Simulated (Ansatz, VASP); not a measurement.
**Se in VASP and in Ansatz**

```
Se
1.0
     5.98017    0.00000    0.00000
     0.00000    5.98017    0.00000
     0.00000    0.00000    5.98017
Se
8
Direct
  0.50000 0.50000 0.50000
  0.00000 0.00000 0.00000
  0.25000 0.00000 0.50000
  0.50000 0.25000 0.00000
  0.50000 0.75000 0.00000
  0.75000 0.00000 0.50000
  0.00000 0.50000 0.75000
  0.00000 0.50000 0.25000
```

Alike in both runs: task single point; functional r2SCAN; k mesh 4 × 4 × 4; occupations gaussian, width 0.1 eV; no spin polarisation.

|  | VASP | Ansatz |
| --- | --- | --- |
| version | VASP 6.6.1 | Ansatz 0.2.0 |
| potentials or method | VASP PAW PBE potentials, release 64 (Se), cutoff 520 eV | scalar-relativistic, plane waves, PAW |
| valence electrons in the cell | 48 | 128 |

```tsv
	VASP	Ansatz	Ansatz less VASP
gap on the k mesh at the Fermi level (eV)	none	none	-
pressure (GPa)	-9.6	-9.5	+0.04
```

VASP's potentials were made for PBE, not for r2SCAN. A gap of «none» marks a metal or a gap that the smearing closes. VASP's potentials hold 48 valence electrons a cell and Ansatz's 128, so a difference there can come from the potentials and not from the codes.
